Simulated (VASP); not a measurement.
# Ba16O (a cell with a defect) in VASP: single point with PBE

Aim: the single point of Ba16O (a cell with a defect) with PBE.

All numbers are computed with VASP 6.6.1; they aren't measurements. Logs are shortened: lines on timing, memory, paths and dates and some standing lists are left out, and cuts for length are marked.

### 1 The cell of the first run

The cell holds a defect, 17 atoms: a = 10.040 Å, b = 10.040 Å, c = 10.040 Å, α = 90.00°, β = 90.00°, γ = 90.00°.

### 2 Single point, PBE

INCAR

```
SYSTEM = Ba16O
PREC     = Accurate       ! precision mode
ENCUT    = 520            ! plane-wave cutoff, eV
EDIFF    = 1E-6           ! SCF threshold, eV
ISMEAR   = 0              ! smearing method
SIGMA    = 0.1            ! smearing width, eV
LREAL    = Auto         
LASPH    = .True.         ! aspherical terms in the spheres
NELM     = 100            ! most SCF steps
ALGO     = Normal         ! electronic algorithm
ISIF     = 2              ! what is computed and relaxed
LWAVE    = .False.        ! write WAVECAR
LCHARG   = .False.        ! write CHGCAR
GGA      = PE             ! functional
NBANDS   = 97             ! bands
```

KPOINTS

```
regular mesh
0
Gamma
  2 2 2
  0 0 0
```

POSCAR

```
Ba16O
1.0
   10.0400000000      0.0000000000      0.0000000000
    0.0000000000     10.0400000000      0.0000000000
    0.0000000000      0.0000000000     10.0400000000
Ba O
16 1
Direct
   -0.0001850598     -0.0030291833     -0.0079710159
    0.4997844622     -0.0060352590      0.0005763944
   -0.0001823705      0.5045595618     -0.0026856574
   -0.0002222112      0.0053654382      0.5022373506
    0.2450032869      0.2500536853      0.2374707171
    0.4997836653      0.5139932271      0.0121258964
    0.4998110558      0.0224959163      0.5115412351
    0.7545986056      0.2500555777      0.2374374502
   -0.0002207171      0.4963886454      0.4971023904
    0.2441385458      0.7536614542      0.2542391434
    0.2769126494      0.2518531873      0.7482787849
    0.4998115538      0.4733128486      0.5063035857
    0.7554630478      0.7536587649      0.2542039841
    0.7226598606      0.2518576693      0.7483122510
    0.2488335657      0.7453697211      0.7464134462
    0.7507690239      0.7453681275      0.7464421315
    0.4997913347      0.2255237052      0.6541302789
```

Potentials or basis: VASP PAW PBE potentials, release 64 (Ba_sv, O).

On the command line:

```bash
$ cat potpaw_PBE.64/Ba_sv/POTCAR potpaw_PBE.64/O/POTCAR > POTCAR
$ mpirun -np 1 vasp_std > vasp.out
```

OUTCAR:

```text
SYSTEM = Ba16O
   PREC = Accurate
   ENCUT = 520
   EDIFF = 1E-6
   ISMEAR = 0
   LREAL = Auto
   LASPH = .True.
   NELM = 100
   ISIF = 2
   GGA = PE

 ion  position               nearest neighbor table
   1  1.000  0.997  0.992-   8 4.31   5 4.31  15 4.33  16 4.33  13 4.35  10 4.35  11 4.50  14 4.50

   2  0.500  0.994  0.001-  14 4.26  11 4.26   5 4.34   8 4.34  10 4.35  13 4.35  15 4.37  16 4.37

   3  1.000  0.505  0.997-   8 4.29   5 4.29  15 4.29  16 4.29  13 4.35  10 4.35  11 4.52  14 4.52

   4  1.000  0.005  0.502-  13 4.31  10 4.31  16 4.37  15 4.37   8 4.38   5 4.38  11 4.47  14 4.47

   5  0.245  0.250  0.237-   3 4.29   1 4.31   6 4.32   2 4.34  12 4.34   9 4.36   4 4.38   7 4.40

   6  0.500  0.514  0.012-  13 4.28  10 4.28   5 4.32   8 4.32  15 4.34  16 4.34  14 4.35  11 4.35

   7  0.500  0.022  0.512-  17 2.49  14 3.99  11 4.00   5 4.40   8 4.40  15 4.43  16 4.43  12 4.53
                            10 4.53  13 4.53
   8  0.755  0.250  0.237-   3 4.29   1 4.31   6 4.32   2 4.34  12 4.34   9 4.36   4 4.38   7 4.40

   9  1.000  0.496  0.497-  13 4.32  10 4.32  16 4.33  15 4.33   8 4.36   5 4.36  11 4.49  14 4.49

  10  0.244  0.754  0.254-   6 4.28   4 4.31   9 4.32   2 4.35   1 4.35   3 4.35   7 4.53  12 4.57

  11  0.277  0.252  0.748-  17 2.44  12 3.98   7 4.00   2 4.26   6 4.35   4 4.47  14 4.48   9 4.49
                             1 4.50   3 4.52
  12  0.500  0.473  0.506-  17 2.90  14 3.98  11 3.98   5 4.34   8 4.34  15 4.43  16 4.43   7 4.53
                            10 4.57  13 4.57
  13  0.755  0.754  0.254-   6 4.28   4 4.31   9 4.32   2 4.35   1 4.35   3 4.35   7 4.53  12 4.57

  14  0.723  0.252  0.748-  17 2.44  12 3.98   7 3.99   2 4.26   6 4.35   4 4.47  11 4.48   9 4.49
                             1 4.50   3 4.52
  15  0.249  0.745  0.746-   3 4.29   1 4.33   9 4.33   6 4.34   4 4.37   2 4.37  12 4.43   7 4.43

  16  0.751  0.745  0.746-   3 4.29   1 4.33   9 4.33   6 4.34   4 4.37   2 4.37  12 4.43   7 4.43

  17  0.500  0.226  0.654-  11 2.44  14 2.44   7 2.49  12 2.90

  LATTYP: Found a simple cubic cell.
 ALAT       =    10.0400000000

  Lattice vectors:

 A1 = (  10.0400000000,   0.0000000000,   0.0000000000)
 A2 = (   0.0000000000,  10.0400000000,   0.0000000000)
 A3 = (   0.0000000000,   0.0000000000,  10.0400000000)

Analysis of symmetry for initial positions (statically):
=====================================================================
 Subroutine PRICEL returns:
 Original cell was already a primitive cell.

 Routine SETGRP: Setting up the symmetry group for a
 simple cubic supercell.

 Subroutine GETGRP returns: Found  1 space group operations
 (whereof  1 operations were pure point group operations)
 out of a pool of 48 trial point group operations.

The static configuration has the point symmetry C_1 .

Analysis of symmetry for dynamics (positions and initial velocities):
=====================================================================
 Subroutine PRICEL returns:
 Original cell was already a primitive cell.

 Routine SETGRP: Setting up the symmetry group for a
 simple cubic supercell.

 Subroutine GETGRP returns: Found  1 space group operations
 (whereof  1 operations were pure point group operations)
 out of a pool of 48 trial point group operations.

The dynamic configuration has the point symmetry C_1 .

 Subroutine INISYM returns: Found  1 space group operations
 (whereof  1 operations are pure point group operations),
 and found     1 'primitive' translations

----------------------------------------------------------------------------------------

                                     Primitive cell

  volume of cell :    1012.0481

  direct lattice vectors                    reciprocal lattice vectors
    10.040000000  0.000000000  0.000000000     0.099601594  0.000000000  0.000000000
     0.000000000 10.040000000  0.000000000     0.000000000  0.099601594  0.000000000
     0.000000000  0.000000000 10.040000000     0.000000000  0.000000000  0.099601594

  length of vectors
    10.040000000 10.040000000 10.040000000     0.099601594  0.099601594  0.099601594

  position of ions in fractional coordinates (direct lattice)
     0.999814940  0.996970817  0.992028984
     0.499784462  0.993964741  0.000576394
     0.999817630  0.504559562  0.997314343
     0.999777789  0.005365438  0.502237351
     0.245003287  0.250053685  0.237470717
     0.499783665  0.513993227  0.012125896
[... 9 lines left out ...]
     0.750769024  0.745368128  0.746442131
     0.499791335  0.225523705  0.654130279

  ion indices of the primitive-cell ions
   primitive index   ion index
                 1           1
                 2           2
                 3           3
                 4           4
                 5           5
                 6           6
[... 9 lines left out ...]
                16          16
                17          17

----------------------------------------------------------------------------------------

 KPOINTS: regular mesh

Automatic generation of k-mesh.
 Grid dimensions read from file:
 generate k-points for:    2    2    2

 Generating k-lattice:

  Cartesian coordinates                     Fractional coordinates (reciprocal lattice)
     0.049800797  0.000000000  0.000000000     0.500000000  0.000000000  0.000000000
     0.000000000  0.049800797  0.000000000     0.000000000  0.500000000  0.000000000
     0.000000000  0.000000000  0.049800797     0.000000000  0.000000000  0.500000000

  Length of vectors
     0.049800797  0.049800797  0.049800797

  Shift w.r.t. Gamma in fractional coordinates (k-lattice)
     0.000000000  0.000000000  0.000000000

 Subroutine IBZKPT returns following result:
 ===========================================

 Found      8 irreducible k-points:

 Following reciprocal coordinates:
            Coordinates               Weight
  0.000000  0.000000  0.000000      1.000000
  0.500000  0.000000  0.000000      1.000000
  0.000000  0.500000  0.000000      1.000000
  0.000000  0.000000  0.500000      1.000000
  0.500000  0.500000  0.000000      1.000000
  0.000000  0.500000  0.500000      1.000000
  0.500000  0.000000  0.500000      1.000000
  0.500000  0.500000  0.500000      1.000000
   k-points           NKPTS =      8   k-points in BZ     NKDIM =      8   number of bands    NBANDS=     97
   number of dos      NEDOS =    301   number of ions     NIONS =     17
   total plane-waves  NPLWV = 512000
   dimension x,y,z NGX =    80 NGY =   80 NGZ =   80
   dimension x,y,z NGXF=   160 NGYF=  160 NGZF=  160
   ions per type =              16   1
   NGX,Y,Z   is equivalent  to a cutoff of  13.25, 13.25, 13.25 a.u.
   NGXF,Y,Z  is equivalent  to a cutoff of  26.49, 26.49, 26.49 a.u.
 SYSTEM =  Ba16O
   PREC   = accura    normal or accurate (medium, high low for compatibility)
   ISTART =      0    job   : 0-new  1-cont  2-samecut
   ICHARG =      2    charge: 1-file 2-atom 10-const
   ISPIN  =      1    spin polarized calculation?
   LNONCOLLINEAR =      F non collinear calculations
   LSORBIT =      F    spin-orbit coupling
   LASPH  =      T    aspherical Exc in radial PAW
   ENCUT  =  520.0 eV  38.22 Ry    6.18 a.u.  18.67 18.67 18.67*2*pi/ulx,y,z
   NELM   =    100;   NELMIN=  2; NELMDL= -5     # of ELM steps
   EDIFF  = 0.1E-05   stopping-criterion for ELM
   LREAL  =      T    real-space projection
   EDIFFG = 0.1E-04   stopping-criterion for IOM
   NSW    =      0    number of steps for IOM
[... 5 lines left out ...]
   TEBEG  =    0.0;   TEEND  =   0.0 temperature during run
   PSTRESS=    0.0 pullay stress
   NELECT =     166.0000    total number of electrons
   NUPDOWN=      -1.0000    fix difference up-down
   EMIN   =  10.00;   EMAX   =-10.00  energy-range for DOS
   EFERMI =   0.00;   METHOD = LEGACY
   ISMEAR =     0;   SIGMA  =   0.10  broadening in eV -4-tet -1-fermi 0-gaus
   EFERMI_NEDOS =   21; number of points for ismear=-14 and -15
   IALGO  =     38    algorithm
   IMIX   =      4    mixing-type and parameters
     AMIX     =   0.40;   BMIX     =  1.00
     AMIX_MAG =   1.60;   BMIX_MAG =  1.00
  volume/ion in A,a.u.               =      59.53       401.74
  Fermi-wavevector in a.u.,A,eV,Ry     =   0.896143  1.693464 10.926453  0.803072
  Thomas-Fermi vector in A             =   2.018564
   LORBIT       =      0    0 simple, 1 ext, 2 COOP (PROOUT), +10 PAW based schemes
   GGA     = PE    functional components
   LHFCALC =     F    Hartree Fock is set to
   AEXX    =    0.0000 exact exchange contribution
   IVDW    =     0    specifies the selected vdW correction
   LEPSILON=     F    determine dielectric tensor
   LRPA    =     F    only Hartree local field effects (RPA)
 non-spin polarized calculation
 Gauss-broadening in eV      SIGMA  =   0.10
  energy-cutoff  :      520.00
  volume of cell :     1012.05
 maximum number of plane-waves:     27278
 NGX is ok and might be reduce to    80
   NGX = 37   NGY = 37   NGZ = 37

 number of electron     165.9999997 magnetization

 Free energy of the ion-electron system (eV)
  ---------------------------------------------------
  ext. energy  EPLUGINS =         0.00000000
  ---------------------------------------------------
  free energy    TOTEN  =       -40.12172484 eV

  energy without entropy =      -40.07090997  energy(sigma->0) =      -40.09631741

 E-fermi :   1.7024     XC(G=0):  -7.4198

 val. band max:        1.6640005615   @ k =   0.0000   0.5000   0.0000
 cond. band min:       1.7057357500   @ k =   0.5000   0.0000   0.0000
 fundamental gap:      0.0417351885
 Fermi energy:         1.7023850611

 k-point     1 :       0.0000    0.0000    0.0000
  band No.  band energies     occupation
      1     -27.2752      2.00000
      2     -27.2404      2.00000
      3     -27.2226      2.00000
      4     -27.2184      2.00000
      5     -27.2135      2.00000
      6     -27.2100      2.00000
[... 87 lines left out ...]
     94       2.4716      0.00000
     95       2.4814      0.00000

 k-point     2 :       0.5000    0.0000    0.0000
  band No.  band energies     occupation
      1     -27.2746      2.00000
      2     -27.2389      2.00000
      3     -27.2227      2.00000
      4     -27.2225      2.00000
      5     -27.2173      2.00000
      6     -27.2081      2.00000
[... 675 lines left out ...]
     94       2.2370      0.00000
     95       2.2413      0.00000
 [bands above 95 left out]

------------------------ aborting loop because EDIFF is reached ----------------------------------------

  FORCE on cell =-STRESS in cart. coord.  units (eV):
  Direction    XX          YY          ZZ          XY          YZ          ZX
  --------------------------------------------------------------------------------------
  -------------------------------------------------------------------------------------
  Total        2.1502797      1.3159661      2.1691488      0.0005672      0.4882115      0.0001238
  in kB        3.4041164      2.0833112      3.4339881      0.0008979      0.7728895      0.0001960
  external PRESSURE =       2.9738052 kB  Pullay stress =       0.0000000 kB

 VOLUME and BASIS-vectors are now :
 -----------------------------------------------------------------------------
  energy-cutoff  :      520.00
  volume of cell :     1012.05
      direct lattice vectors                 reciprocal lattice vectors
    10.040000000  0.000000000  0.000000000     0.099601594  0.000000000  0.000000000
     0.000000000 10.040000000  0.000000000     0.000000000  0.099601594  0.000000000
     0.000000000  0.000000000 10.040000000     0.000000000  0.000000000  0.099601594

 POSITION                                       TOTAL-FORCE (eV/Angst)
 -----------------------------------------------------------------------------------
     10.03814     10.00959      9.95997        -0.000119     -0.023537     -0.000455
      5.01784      9.97941      0.00579        -0.000761     -0.039397      0.051971
     10.03817      5.06578     10.01304        -0.000441      0.016273      0.000957
     10.03777      0.05387      5.04246        -0.000254      0.000161      0.001603
      2.45983      2.51054      2.38421        -0.006028     -0.010283     -0.016959
      5.01783      5.16049      0.12174         0.000605     -0.008262      0.004653
[... 9 lines left out ...]
      7.53772      7.48350      7.49428        -0.010663      0.005505     -0.002119
      5.01791      2.26426      6.56747         0.000810      0.338109     -0.260988
 -----------------------------------------------------------------------------------
    total drift:                               -0.001673     -0.000979      0.001291

  FREE ENERGIE OF THE ION-ELECTRON SYSTEM (eV)
  ---------------------------------------------------
  free  energy   TOTEN  =       -40.1217248392 eV

  energy  without entropy=      -40.0709099726  energy(sigma->0) =      -40.09631741
```

Wall time 20 min (1 thread of Intel Xeon Platinum 8488C (Sapphire Rapids), shared host); peak memory 1.2 GiB.

Results:

| Item | Value |
| --- | --- |
| Free energy | -40.1217 eV |
| Pressure | 0.3 GPa |
| Largest force | 0.427 eV/Å |
| Band gap on the k mesh | zero (bands 83 and 84 overlap by 0.43 eV) |

Forces on the atoms (eV/Å):
```
Ba   0.000 -0.024  0.000
Ba  -0.001 -0.039  0.052
Ba   0.000  0.016  0.001
Ba   0.000  0.000  0.002
Ba  -0.006 -0.010 -0.017
Ba   0.001 -0.008  0.005
Ba   0.000 -0.151 -0.123
Ba   0.007 -0.010 -0.017
Ba   0.000 -0.011  0.003
Ba   0.021 -0.015  0.026
Ba  -0.263  0.016  0.129
Ba   0.000 -0.114  0.051
Ba  -0.020 -0.015  0.026
Ba   0.262  0.016  0.128
Ba   0.010  0.005 -0.002
Ba  -0.011  0.006 -0.002
O    0.001  0.338 -0.261
```

Caveat: spin-orbit coupling is left out, which moves the levels of the heavy elements.

The gap in the log of VASP goes by the Fermi energy; the results here count the filled bands.